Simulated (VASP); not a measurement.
A run of VASP 6.6.1:

INCAR

```
PREC = Accurate ; ENCUT = 600
EDIFF = 1E-6 ; ISMEAR = 1
SIGMA = 0.1 ; LREAL = False
LASPH = True ; NELM = 120
ALGO = Normal ; ISIF = 2
LWAVE = False ; LCHARG = True
GGA = PE ; LELF = True
LVHAR = True ; NBANDS = 18
GGA_COMPAT = False
```

KPOINTS

```
Automatic mesh
0
Gamma
  8 8 8
```

Contents of POSCAR:

```
HfO2
1.0
    0.0000000000      2.5289732112      2.5289732112
    2.5289732112      0.0000000000      2.5289732112
    2.5289732112      2.5289732112      0.0000000000
Hf O
1 2
Direct
    0.0000000000      0.0000000000      0.0000000000
    0.2500000000      0.2500000000      0.2500000000
    0.7500000000      0.7500000000      0.7500000000
```

Potentials or basis: VASP PAW PBE potentials, release 64 (Hf_pv, O).

Command:

```sh
$ cat potpaw_PBE.64/Hf_pv/POTCAR potpaw_PBE.64/O/POTCAR > POTCAR
$ mpirun -np 1 vasp_std > vasp.out
```

Hardware: 1 thread of Intel(R) Xeon(R) 6975P-C (Granite Rapids), on a shared host.

Question: How long does it take, and how much memory?

Answer: It took 11 s on 1 thread of Intel(R) Xeon(R) 6975P-C (Granite Rapids), with other jobs on the host, peak memory 0.18 GiB. Counts: scf iterations 13, k points 29.
